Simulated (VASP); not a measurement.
# Rb (Cmcm) in VASP: further runs

Rb is run at these levels: PBE+D3(BJ); tasks: single point.

Everything below comes from runs of VASP 6.6.1. Logs are shortened: lines on timing, memory, paths and dates and some standing lists are left out, and cuts for length are marked.

### 1 The cell of the first run

It takes space group Cmcm (No. 63, orthorhombic). Conventional cell: a = 4.752 Å, b = 8.316 Å, c = 8.720 Å, α = 90.00°, β = 90.00°, γ = 90.00°.

### 2 Single point, PBE+D3(BJ) (86.15 Å³/atom)

INCAR reads:

```
ALGO = Fast ; EDIFF = 1E-7
ENCUT = 520 ; GGA = PE
ISIF = 2 ; ISMEAR = 0
IVDW = 12 ; LASPH = True
LCHARG = True ; LELF = True
LREAL = False ; LVHAR = True
LWAVE = False ; NBANDS = 16
NELM = 60 ; PREC = Accurate
SIGMA = 0.15
```

KPOINTS reads:

```
k-points
0
Gamma
  12 12 6
```

POSCAR reads:

```
Rb
1.0
    2.3759456726     -4.1581303482      0.0000000000
    2.3759456726      4.1581303482      0.0000000000
    0.0000000000      0.0000000000      8.7204733149
Rb
2
Direct
    0.8359965595      0.1640034405      0.7500000000
    0.1640034405      0.8359965595      0.2500000000
```

Potentials or basis: VASP PAW PBE potentials, release 64 (Rb_sv).

Started as:

```bash
$ cat potpaw_PBE.64/Rb_sv/POTCAR > POTCAR
$ mpirun -np 1 vasp_std > vasp.out
```

OUTCAR:

```text
EDIFF = 1E-7
   ENCUT = 520
   GGA = PE
   ISIF = 2
   ISMEAR = 0
   IVDW = 12
   LASPH = True
   LREAL = False
   NELM = 60
   PREC = Accurate
 IVDW          = 12

 ion  position               nearest neighbor table
   1  0.836  0.164  0.750-   2 5.14   2 5.14   2 5.17   2 5.17   2 5.17   2 5.17
   2  0.164  0.836  0.250-   1 5.14   1 5.14   1 5.17   1 5.17   1 5.17   1 5.17

  LATTYP: Found a base centered orthorhombic cell.
 ALAT       =     4.7518913452
 B/A-ratio  =     1.7500948764
 C/A-ratio  =     1.8351583993

  Lattice vectors:

 A1 = (   2.3759456726,  -4.1581303482,   0.0000000000)
 A2 = (   2.3759456726,   4.1581303482,   0.0000000000)
 A3 = (   0.0000000000,   0.0000000000,   8.7204733149)

Analysis of symmetry for initial positions (statically):
=====================================================================
 Subroutine PRICEL returns:
 Original cell was already a primitive cell.

 Routine SETGRP: Setting up the symmetry group for a
 base centered orthorhombic supercell.

 Subroutine GETGRP returns: Found  8 space group operations
 (whereof  4 operations were pure point group operations)
 out of a pool of  8 trial point group operations.

The static configuration has the point symmetry C_2h.
 The point group associated with its full space group is D_2h.

Analysis of symmetry for dynamics (positions and initial velocities):
=====================================================================
 Subroutine PRICEL returns:
 Original cell was already a primitive cell.

 Routine SETGRP: Setting up the symmetry group for a
 base centered orthorhombic supercell.

 Subroutine GETGRP returns: Found  8 space group operations
 (whereof  4 operations were pure point group operations)
 out of a pool of  8 trial point group operations.

The dynamic configuration has the point symmetry C_2h.
 The point group associated with its full space group is D_2h.

 Subroutine INISYM returns: Found  8 space group operations
 (whereof  4 operations are pure point group operations),
 and found     1 'primitive' translations

----------------------------------------------------------------------------------------

                                     Primitive cell

  volume of cell :     172.3077

  direct lattice vectors                    reciprocal lattice vectors
     2.375945673 -4.158130348  0.000000000     0.210442522 -0.120246351  0.000000000
     2.375945673  4.158130348  0.000000000     0.210442522  0.120246351  0.000000000
     0.000000000  0.000000000  8.720473315     0.000000000  0.000000000  0.114672675

  length of vectors
     4.789067324  4.789067324  8.720473315     0.242374174  0.242374174  0.114672675

  position of ions in fractional coordinates (direct lattice)
     0.835996560  0.164003440  0.750000000
     0.164003440  0.835996560  0.250000000

  ion indices of the primitive-cell ions
   primitive index   ion index
                 1           1
                 2           2

----------------------------------------------------------------------------------------

 KPOINTS: k-points

Automatic generation of k-mesh.
 Grid dimensions read from file:
 generate k-points for:   12   12    6

 Generating k-lattice:

  Cartesian coordinates                     Fractional coordinates (reciprocal lattice)
     0.017536877 -0.010020529  0.000000000     0.083333333  0.000000000  0.000000000
     0.017536877  0.010020529  0.000000000     0.000000000  0.083333333  0.000000000
     0.000000000  0.000000000  0.019112112     0.000000000  0.000000000  0.166666667

  Length of vectors
     0.020197848  0.020197848  0.019112112

  Shift w.r.t. Gamma in fractional coordinates (k-lattice)
     0.000000000  0.000000000  0.000000000

 Subroutine IBZKPT returns following result:
 ===========================================

 Found    172 irreducible k-points:

 Following reciprocal coordinates:
            Coordinates               Weight
  0.000000  0.000000  0.000000      1.000000
  0.083333 -0.000000  0.000000      4.000000
  0.166667 -0.000000  0.000000      4.000000
  0.250000 -0.000000  0.000000      4.000000
  0.333333  0.000000  0.000000      4.000000
  0.416667  0.000000  0.000000      4.000000
[... 16 lines left out ...]
  0.500000  0.166667  0.000000      4.000000
 -0.416667  0.166667  0.000000      4.000000
 [... further k-points ...]
   k-points           NKPTS =    172   k-points in BZ     NKDIM =    172   number of bands    NBANDS=     16
   number of dos      NEDOS =    301   number of ions     NIONS =      2
   total plane-waves  NPLWV =  90720
   dimension x,y,z NGX =    36 NGY =   36 NGZ =   70
   dimension x,y,z NGXF=    72 NGYF=   72 NGZF=  140
   ions per type =               2
   NGX,Y,Z   is equivalent  to a cutoff of  12.50, 12.50, 13.34 a.u.
   NGXF,Y,Z  is equivalent  to a cutoff of  24.99, 24.99, 26.69 a.u.
 SYSTEM =  unknown system
   PREC   = accura    normal or accurate (medium, high low for compatibility)
   ISTART =      0    job   : 0-new  1-cont  2-samecut
   ICHARG =      2    charge: 1-file 2-atom 10-const
   ISPIN  =      1    spin polarized calculation?
   LNONCOLLINEAR =      F non collinear calculations
   LSORBIT =      F    spin-orbit coupling
   LASPH  =      T    aspherical Exc in radial PAW
   ENCUT  =  520.0 eV  38.22 Ry    6.18 a.u.   8.90  8.90 16.21*2*pi/ulx,y,z
   NELM   =     60;   NELMIN=  2; NELMDL= -5     # of ELM steps
   EDIFF  = 0.1E-06   stopping-criterion for ELM
   LREAL  =      F    real-space projection
   EDIFFG = 0.1E-05   stopping-criterion for IOM
   NSW    =      0    number of steps for IOM
   IBRION =     -1    ionic relax: 0-MD 1-quasi-New 2-CG
   NFREE  =      0    steps in history (QN), initial steepest desc. (CG)
   ISIF   =      2    stress and relaxation
   ISYM   =      2    0-nonsym 1-usesym 2-fastsym
   POTIM  = 0.5000    time-step for ionic-motion
   TEBEG  =    0.0;   TEEND  =   0.0 temperature during run
   PSTRESS=    0.0 pullay stress
   NELECT =      18.0000    total number of electrons
   NUPDOWN=      -1.0000    fix difference up-down
   EMIN   =  10.00;   EMAX   =-10.00  energy-range for DOS
   EFERMI =   0.00;   METHOD = LEGACY
   ISMEAR =     0;   SIGMA  =   0.15  broadening in eV -4-tet -1-fermi 0-gaus
   EFERMI_NEDOS =   21; number of points for ismear=-14 and -15
   IALGO  =     68    algorithm
   IMIX   =      4    mixing-type and parameters
     AMIX     =   0.40;   BMIX     =  1.00
     AMIX_MAG =   1.60;   BMIX_MAG =  1.00
  volume/ion in A,a.u.               =      86.15       581.39
  Fermi-wavevector in a.u.,A,eV,Ry     =   0.771017  1.457011  8.088223  0.594468
  Thomas-Fermi vector in A             =   1.872345
   LORBIT       =      0    0 simple, 1 ext, 2 COOP (PROOUT), +10 PAW based schemes
   GGA     = PE    functional components
   LHFCALC =     F    Hartree Fock is set to
   AEXX    =    0.0000 exact exchange contribution
   IVDW    =    12    specifies the selected vdW correction
   LEPSILON=     F    determine dielectric tensor
   LRPA    =     F    only Hartree local field effects (RPA)
 non-spin polarized calculation
 RMM-DIIS sequential band-by-band and
 Gauss-broadening in eV      SIGMA  =   0.15
  energy-cutoff  :      520.00
  volume of cell :      172.31
 maximum number of plane-waves:      4668
   NGX = 17   NGY = 17   NGZ = 33

 number of electron      18.0000000 magnetization

 Free energy of the ion-electron system (eV)
  ---------------------------------------------------
  ext. energy  EPLUGINS =         0.00000000
  ---------------------------------------------------
  free energy    TOTEN  =        -1.85753396 eV

  energy without entropy =       -1.83697710  energy(sigma->0) =       -1.84725553

 E-fermi :   0.1394     XC(G=0):  -5.5971

 val. band max:        0.1285599495   @ k =  -0.3333   0.3333   0.3333
 cond. band min:       0.1428819818   @ k =   0.3333   0.0000   0.3333
 fundamental gap:      0.0143220322
 Fermi energy:         0.1394012828

 k-point     1 :       0.0000    0.0000    0.0000
  band No.  band energies     occupation
      1     -28.7436      2.00000
      2     -28.7408      2.00000
      3     -12.8716      2.00000
      4     -12.7886      2.00000
      5     -12.7825      2.00000
      6     -12.7805      2.00000
[... 8 lines left out ...]
     15       4.1181      0.00000
     16       4.1796      0.00000

 k-point     2 :       0.0833   -0.0000    0.0000
  band No.  band energies     occupation
      1     -28.7432      2.00000
      2     -28.7405      2.00000
      3     -12.8691      2.00000
      4     -12.7897      2.00000
      5     -12.7887      2.00000
      6     -12.7843      2.00000
[... 8 lines left out ...]
     15       3.9381      0.00000
     16       4.2204      0.00000

 k-point     3 :       0.1667   -0.0000    0.0000
  band No.  band energies     occupation
      1     -28.7420      2.00000
      2     -28.7396      2.00000
      3     -12.8620      2.00000
      4     -12.8131      2.00000
      5     -12.8056      2.00000
      6     -12.7905      2.00000
[... 8 lines left out ...]
     15       4.0107      0.00000
     16       4.0774      0.00000

 k-point     4 :       0.2500   -0.0000    0.0000
  band No.  band energies     occupation
      1     -28.7404      2.00000
      2     -28.7384      2.00000
      3     -12.8517      2.00000
      4     -12.8451      2.00000
      5     -12.8369      2.00000
      6     -12.7989      2.00000
[... 8 lines left out ...]
     15       3.8736      0.00000
     16       4.2517      0.00000
[... 324 lines left out ...]
 k-point    22 :       0.4167    0.1667    0.0000
  band No.  band energies     occupation
      1     -28.7366      2.00000
      2     -28.7359      2.00000
      3     -12.8981      2.00000
      4     -12.8873      2.00000
      5     -12.8336      2.00000
      6     -12.8209      2.00000
[... 8 lines left out ...]
     15       3.1495      0.00000
     16       3.7889      0.00000

 k-point    23 :       0.5000    0.1667    0.0000
  band No.  band energies     occupation
      1     -28.7371      2.00000
      2     -28.7362      2.00000
      3     -12.8909      2.00000
      4     -12.8815      2.00000
      5     -12.8302      2.00000
      6     -12.8255      2.00000
[... 8 lines left out ...]
     15       3.1811      0.00000
     16       3.8628      0.00000

 k-point    24 :      -0.4167    0.1667    0.0000
  band No.  band energies     occupation
      1     -28.7382      2.00000
      2     -28.7369      2.00000
      3     -12.8733      2.00000
      4     -12.8681      2.00000
      5     -12.8353      2.00000
      6     -12.8195      2.00000
[... 8 lines left out ...]
     15       3.3110      0.00000
     16       4.1100      0.00000

 [... further k-points ...]

------------------------ aborting loop because EDIFF is reached ----------------------------------------

 Edisp (eV)   -0.21325

 E8    (eV) :    -0.1219

  FORCE on cell =-STRESS in cart. coord.  units (eV):
  Direction    XX          YY          ZZ          XY          YZ          ZX
  --------------------------------------------------------------------------------------
  -------------------------------------------------------------------------------------
  Total       0.22827     0.20500    -0.38151     0.00000     0.00000     0.00000
  in kB       2.12256     1.90620    -3.54740     0.00000     0.00000     0.00000
  external pressure =        0.16 kB  Pullay stress =        0.00 kB

 VOLUME and BASIS-vectors are now :
 -----------------------------------------------------------------------------
  energy-cutoff  :      520.00
  volume of cell :      172.31
      direct lattice vectors                 reciprocal lattice vectors
     2.375945673 -4.158130348  0.000000000     0.210442522 -0.120246351  0.000000000
     2.375945673  4.158130348  0.000000000     0.210442522  0.120246351  0.000000000
     0.000000000  0.000000000  8.720473315     0.000000000  0.000000000  0.114672675

 POSITION                                       TOTAL-FORCE (eV/Angst)
 -----------------------------------------------------------------------------------
      2.37595     -2.79423      6.54035         0.000000      0.000133      0.000000
      2.37595      2.79423      2.18012         0.000000     -0.000133      0.000000
 -----------------------------------------------------------------------------------
    total drift:                               -0.000000     -0.000000      0.000000

  FREE ENERGIE OF THE ION-ELECTRON SYSTEM (eV)
  ---------------------------------------------------
  free  energy   TOTEN  =        -2.0707829325 eV

  energy  without entropy=       -2.0502260688  energy(sigma->0) =       -2.06050450
```

Run time: 6.7 min. Hardware: 1 thread of Intel Xeon Platinum 8375C at 2.90GHz (Ice Lake), shared host; peak memory 0.55 GiB.

What came out:

```
Free energy                : -2.0708 eV
Pressure                   : 0.0 GPa
Band gap on the k mesh     : zero (bands 9 and 10 overlap by 2.60 eV)
Dispersion energy per atom : -0.107 eV
```

Stress tensor (GPa, compression positive):
```
 0.21  0.00  0.00
 0.00  0.19  0.00
 0.00  0.00 -0.35
```

Levels at points of the mesh, in eV from the Fermi level:
```
           k point  band 6  band 7  band 8  band 9  band 10  band 11  band 12  band 13
(0.00, 0.00, 0.00)  -12.92  -12.91  -12.91   -2.05    -0.17     0.39     3.08     3.66
(0.50, 0.00, 0.00)  -12.95  -12.94  -12.94    0.19     0.47     1.20     1.57     1.98
(0.50, 0.50, 0.00)  -12.95  -12.94  -12.94    0.17     0.43     1.20     1.59     1.91
(0.00, 0.00, 0.50)  -12.92  -12.92  -12.92   -1.45    -1.45     1.93     1.93     3.74
(0.50, 0.00, 0.50)  -12.95  -12.95  -12.95    0.46     0.46     1.04     1.04     2.41
(0.50, 0.50, 0.50)  -12.95  -12.94  -12.94    0.43     0.43     1.01     1.01     2.39
```

### 3 Single point, PBE+D3(BJ) (86.15 Å³/atom)

INCAR reads:

```
PREC = Accurate ; ENCUT = 520
EDIFF = 1E-6 ; ISMEAR = 0
SIGMA = 0.15 ; LREAL = F
LASPH = T ; NELM = 60
ALGO = Fast ; ISIF = 2
LWAVE = F ; LCHARG = F
GGA = PE ; IVDW = 12
NBANDS = 16
```

KPOINTS reads:

```
Automatic mesh
0
Gamma
  12 12 6
```

POSCAR reads:

```
Rb
1.0
    2.5761566729     -4.5085185941      0.0000000000
    2.5761566729      4.5085185941      0.0000000000
    0.0000000000      0.0000000000      7.4176873803
Rb
2
Direct
    0.8359965595      0.1640034405      0.7500000000
    0.1640034405      0.8359965595      0.2500000000
```

Potentials or basis: VASP PAW PBE potentials, release 64 (Rb_sv).

Started as:

```bash
$ cat potpaw_PBE.64/Rb_sv/POTCAR > POTCAR
$ mpirun -np 1 vasp_std > vasp.out
```

Wall time 4.1 min (1 thread of Intel Xeon Platinum 8375C at 2.90GHz (Ice Lake), shared host); peak memory 0.55 GiB.

Results (log left out):

| Property | Result |
| --- | --- |
| Free energy | -2.0714 eV |
| Pressure | 0.0 GPa |
| Band gap on the k mesh | zero (bands 9 and 10 overlap by 2.19 eV) |
| Dispersion energy per atom | -0.107 eV |

Stress tensor (GPa, compression positive):
```
-0.13  0.00  0.00
 0.00 -0.13  0.00
 0.00  0.00  0.30
```

Levels at points of the mesh, in eV from the Fermi level:
```tsv
k point	band 6	band 7	band 8	band 9	band 10	band 11	band 12	band 13
(0.00, 0.00, 0.00)	-12.93	-12.93	-12.92	-2.05	0.42	1.14	3.18	3.29
(0.50, 0.00, 0.00)	-12.98	-12.96	-12.94	-0.13	0.18	1.44	1.45	2.40
(0.50, 0.50, 0.00)	-12.98	-12.97	-12.94	-0.15	0.14	1.46	1.47	2.33
(0.00, 0.00, 0.50)	-12.95	-12.95	-12.95	-1.22	-1.22	2.80	2.80	3.20
(0.50, 0.00, 0.50)	-12.96	-12.95	-12.95	0.36	0.36	0.89	0.89	2.66
(0.50, 0.50, 0.50)	-12.96	-12.95	-12.95	0.34	0.34	0.87	0.87	2.66
```

(Continued in part 2 of 2.)
